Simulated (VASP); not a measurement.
Runs of VASP 6.6.1 on Si2W (fluorite type). The structure is that of space group Fm-3m (No. 225), or close to it. The cells are those of the table. 

```csv
task,cell,cutoff (eV),gap on the mesh (eV),pressure (GPa)
relaxation of cell and atoms,"relaxed to 29 GPa from a = 3.737 Å, angles 60.0°, 3 atoms",600,none,29.0
single point,"a = 3.956 Å, angles 60.0°, 3 atoms",520,none,29.4
relaxation of cell and atoms,"relaxed to 29 GPa from a = 3.957 Å, angles 60.0°, 3 atoms",600,none,29.0
single point,"a = 3.957 Å, angles 60.0°, 3 atoms",520,none,(a)
```

Alike in all rows: level PBE; potentials or basis VASP PAW PBE potentials, release 64 (W_sv, Si); no spin polarisation; k mesh 10 × 10 × 10; smearing fermi-dirac 0.1 eV.

Fill in the values left out.

(a) 29.2.

Caveats: spin-orbit coupling is left out, which moves the levels of the heavy elements; the cell is relaxed towards a set pressure, so the enthalpy falls and the energy may rise (some runs).

A k mesh can miss the band edges, and the runs leave out spin-orbit coupling on W.

A gap of «none» marks levels without a gap at the run's occupations.
